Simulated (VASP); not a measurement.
Here is a VASP 6.6.1 calculation.

Contents of INCAR:

```
SYSTEM = Ag
PREC     = Accurate       ! precision mode
ENCUT    = 520            ! plane-wave cutoff, eV
EDIFF    = 1E-7           ! SCF threshold, eV
ISMEAR   = 0              ! smearing method
SIGMA    = 0.15           ! smearing width, eV
LREAL    = .FALSE.        ! projectors in reciprocal space
LASPH    = .TRUE.         ! aspherical terms in the spheres
NELM     = 80             ! most SCF steps
ALGO     = Normal         ! electronic algorithm
ISIF     = 2              ! what is computed and relaxed
LWAVE    = .FALSE.        ! write WAVECAR
LCHARG   = .FALSE.        ! write CHGCAR
GGA      = PE             ! functional
NBANDS   = 12             ! bands
```

File KPOINTS:

```
Automatic mesh
0
G
  20 20 20
  0 0 0
```

File POSCAR:

```
Ag
1.0
    0.0000000000      2.0431000000      2.0431000000
    2.1248240000      0.0000000000      2.0431000000
    2.1248240000      2.0431000000      0.0000000000
Ag
1
Direct
    0.0000000000      0.0000000000      0.0000000000
```

Potentials or basis: VASP PAW PBE potentials, release 64 (Ag).

Command:

```console
$ cat potpaw_PBE.64/Ag/POTCAR > POTCAR
$ mpirun -np 1 vasp_std > vasp.out
```

(1) Predict the band gap on the k mesh.

(2) Estimate the pressure.

Answers

(1) zero (an odd number of electrons rules out a gap without spin polarisation).

(2) 0.4 GPa.

Caveat: the cell differs from its parent crystal (strain +0.0400 x Voigt [1, 0, 0, 0, 0, 0]).
